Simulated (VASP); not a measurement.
Set up this calculation in VASP 6.6.1, as the native input.

| Property | Result |
| --- | --- |
| Task | single point |
| Functional | LDA |
| Potentials or basis | VASP PAW LDA potentials, release 64 (Cu_sv_GW, O) |
| Cutoff | 820 eV |
| k mesh | 10 × 10 × 5 |
| Occupations | fermi-dirac, width 0.05 eV |
| Spin | no spin polarisation |
| Dipole correction | no |
| Further INCAR settings | ALGO = Normal; EDIFF = 1e-06; NBANDS = 33 |

The structure of CuO lies in POSCAR:

```
CuO
1.0
    2.3289133814     -1.7019001459      0.0000000000
    2.3289133814      1.7019001459      0.0000000000
   -0.8547742332      0.0000000000      5.0254824872
Cu O
2 2
Direct
    0.0032000000      0.4968000000      0.0000000000
    0.4968000000      0.0032000000      0.5000000000
    0.5714000000      0.4056000000      0.2537000000
    0.4056000000      0.5714000000      0.7537000000
```

These files were run (other wordings do the same):

INCAR

```
SYSTEM = CuO
ALGO = Normal
EDIFF = 1E-6
ENCUT = 820
GGA_COMPAT = .FALSE.
ISIF = 2
ISMEAR = -1
LASPH = .TRUE.
LCHARG = .TRUE.
LELF = .TRUE.
LREAL = .FALSE.
LVHAR = .TRUE.
LWAVE = .FALSE.
NBANDS = 33
NELM = 120
PREC = Accurate
SIGMA = 0.05
```

KPOINTS

```
k-points
0
G
  10 10 5
  0 0 0
```

Potentials or basis: VASP PAW LDA potentials, release 64 (Cu_sv_GW, O).

Run with:

```sh
$ cat potpaw_LDA.64/Cu_sv_GW/POTCAR potpaw_LDA.64/O/POTCAR > POTCAR
$ mpirun -np 1 vasp_std > vasp.out
```

It gave:

```json
{
  "Pressure": "-6.3 GPa",
  "Largest force": "0.797 eV/Å",
  "Band gap on the k mesh": "zero (bands 25 and 26 overlap by 0.60 eV)"
}
```

Caveat: the cell stands under tension; semilocal functionals often make such compounds metallic where correlation or magnetic order opens a gap, which also shifts bond lengths.

Run time: 6.9 min on 1 thread of Intel(R) Xeon(R) Platinum 8488C (Sapphire Rapids), with other jobs on the host, peak memory 0.43 GiB.
